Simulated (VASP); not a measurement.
Runs of VASP 6.6.1 on BAs. Symmetry: F-43m, No. 216, cubic system. The conventional cell has a = 4.784 Å, b = 4.784 Å, c = 4.784 Å, α = 90.00°, β = 90.00°, γ = 90.00°. B (site symmetry -43m) has 4 As at 2.07 Å within 2.7 Å. Within 2.7 Å of As (site symmetry -43m) lie 4 B at 2.07 Å. 

```csv
level,spin,k mesh,cutoff (eV),smearing,gap on the mesh (eV),pressure (GPa)
r2SCAN,off,8 × 8 × 8,550,gaussian 0.01 eV,1.39,0.3
PBE,off,8 × 8 × 8,500,gaussian 0.01 eV,1.19,(b)
r2SCAN,off,4 × 4 × 4,550,gaussian 0.01 eV,(a),0.9
PBE,"non-collinear, zero start, SOC",6 × 6 × 6,500,fermi-dirac 0.02 eV,-,2.9
```

Alike in all rows: task single point; potentials or basis VASP PAW PBE potentials, release 64 (B, As); cell as given.

Problem. Estimate the missing entries.

Solution. (a) 1.60; (b) 2.8.

Caveats: some runs use coarse meshes; the PAW data sets were made with another functional, which shifts forces and pressure a little (some runs).

A k mesh can miss the band edges, and rows without SOC leave out spin-orbit coupling on As.
